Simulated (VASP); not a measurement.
Co:

```
Co
1.0
     2.80827    0.00000    0.00000
     0.00000    2.80827    0.00000
     0.00000    0.00000    2.80827
Co
2
Direct
  0.00000 0.00000 0.00000
  0.50000 0.50000 0.50000
```

This isn't the form of Co at room conditions, which is hcp.

```yaml
Program: VASP 6.6.1
Task: relaxation of cell and atoms
Functional: PBE
Potentials_or_basis: VASP PAW PBE potentials, release 64 (Co)
Cutoff: 600 eV
k_mesh: 11 × 11 × 11
Occupations: fermi-dirac, width 0.05 eV
Spin: collinear spin, antiferromagnetic start
Starting_moments: "[1.7, -1.7] μB"
```

At the start: pressure -8.0 GPa; volume 11.07 Å³/atom.

Question: Where does the relaxation end?

Answer: Over 3 steps the energy falls by 11.9 meV/atom and the volume is 10.63 Å³/atom (-4.0 %); space group Im-3m (No. 229, to 0.1 Å) before and after; moment 0.00 μB per cell.

The path:
```csv
step,energy change (eV),largest force (eV/Å),pressure (GPa),volume (Å³)
1,0.0000,0.0000,-8.04,22.15
2,0.0003,0.0000,9.65,20.41
3,-0.0237,0.0000,-0.09,21.25
```

Final structure:
```
Co
1.0
     2.76987    0.00000    0.00000
     0.00000    2.76987    0.00000
     0.00000    0.00000    2.76987
Co
2
Direct
  0.00000 0.00000 0.00000
  0.50000 0.50000 0.50000
```
